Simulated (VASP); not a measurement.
## Ru: single point with PBE

Crystal: Ru.

```
CELL_PARAMETERS angstrom
2.68306 0.00000 0.00000
-1.34153 2.32360 0.00000
0.00000 0.00000 4.24592
ATOMIC_POSITIONS crystal
Ru 0.33333 0.66667 0.25000
Ru 0.66667 0.33333 0.75000
```

```yaml
Program: VASP 6.6.1
Task: single point
Functional: PBE
Potentials_or_basis: VASP PAW PBE potentials, release 64 (Ru_pv)
Cutoff: 520 eV
k_mesh: 12 × 12 × 7
Occupations: methfessel-paxton, width 0.05 eV
Spin: no spin polarisation
```

| Property | Result |
| --- | --- |
| Pressure | 13.3 GPa |
| Band gap on the k mesh | zero (band 14 reaches 14.79 eV, above the bottom of band 15 at 11.71 eV) |

Stress tensor (GPa, compression positive):
```
12.96  0.00  0.00
 0.00 12.96  0.00
 0.00  0.00 13.99
```

Levels at points of the mesh, in eV from the Fermi level:
| k point | band 12 | band 13 | band 14 | band 15 | band 16 | band 17 |
| --- | --- | --- | --- | --- | --- | --- |
| (0.00, 0.00, 0.00) | -2.03 | -2.03 | -1.48 | -1.48 | 1.19 | 1.19 |
| (0.50, 0.00, 0.00) | -1.87 | -1.61 | 1.44 | 1.88 | 1.96 | 4.17 |

Run time: 32 s on 1 thread of Intel(R) Xeon(R) Platinum 8259CL CPU @ 2.50GHz (Skylake/Cascade Lake), with other jobs on the host, peak memory 0.16 GiB.
